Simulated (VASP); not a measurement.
A run of VASP 6.6.1:

File INCAR:

```
  ALGO = Normal
  EDIFF = 1E-8
  ENCUT = 520
  GGA = CA
  ISIF = 2
  ISMEAR = -1
  LASPH = True
  LCHARG = False
  LEFG = True
  LREAL = False
  LWAVE = False
  NBANDS = 16
  NELM = 100
  PREC = Accurate
  SIGMA = 0.03
```

KPOINTS

```
k-points
0
Gamma
  8 8 8
```

The input POSCAR:

```
CdSe
1.0
    0.0000000000      3.0702711986      2.9781630626
    3.0702711986      0.0000000000      2.9781630626
    3.0702711986      3.0702711986      0.0000000000
Cd Se
1 1
Direct
    0.0000000000      0.0000000000      0.0000000000
    0.2500000000      0.2500000000      0.2500000000
```

Potentials or basis: VASP PAW LDA potentials, release 64 (Cd, Se).

Launch:

```sh
$ cat potpaw_LDA.64/Cd/POTCAR potpaw_LDA.64/Se/POTCAR > POTCAR
$ mpirun -np 1 vasp_std > vasp.out
```

Hardware: 1 thread of Intel(R) Xeon(R) Platinum 8488C (Sapphire Rapids), on a shared host.

How long does it take, and how much memory?

It took 29 s on 1 thread of Intel(R) Xeon(R) Platinum 8488C (Sapphire Rapids) (shared host), peak memory 0.19 GiB. Counts: scf iterations 15, k points 59.
